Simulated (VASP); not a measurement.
SbPt:

```
Pt Sb
1.0
     0.00000    2.81852    2.81852
     2.81852    0.00000    2.81852
     2.81852    2.81852    0.00000
Pt Sb
1 1
Cartesian
  0.0000 0.0000 0.0000
  2.8185 2.8185 2.8185
```

```yaml
Program: VASP 6.6.1
Task: relaxation of cell and atoms
Functional: PBE
Potentials_or_basis: VASP PAW PBE potentials, release 64 (Pt, Sb)
Cutoff: 500 eV
k_mesh: 6 × 6 × 6
Occupations: methfessel-paxton, width 0.0709 eV
Spin: no spin polarisation
```

At the start: pressure -5.6 GPa; volume 22.39 Å³/atom.

Where does the relaxation end?

Over 4 steps the energy falls by 20.9 meV/atom and the volume is 21.25 Å³/atom (-5.1 %); space group Fm-3m (No. 225, to 0.1 Å) before and after.

Step by step:
```csv
step,energy change (eV),largest force (eV/Å),pressure (GPa),volume (Å³)
1,0.0000,0.0000,-5.63,44.78
2,0.0313,0.0000,9.45,39.87
3,-0.0418,0.0000,-0.08,42.55
4,-0.0419,0.0000,0.04,42.51
```

Final structure:
```
Pt Sb
1.0
     0.00000    2.77004    2.77004
     2.77004    0.00000    2.77004
     2.77004    2.77004    0.00000
Pt Sb
1 1
Direct
  0.00000 0.00000 0.00000
  0.50000 0.50000 0.50000
```
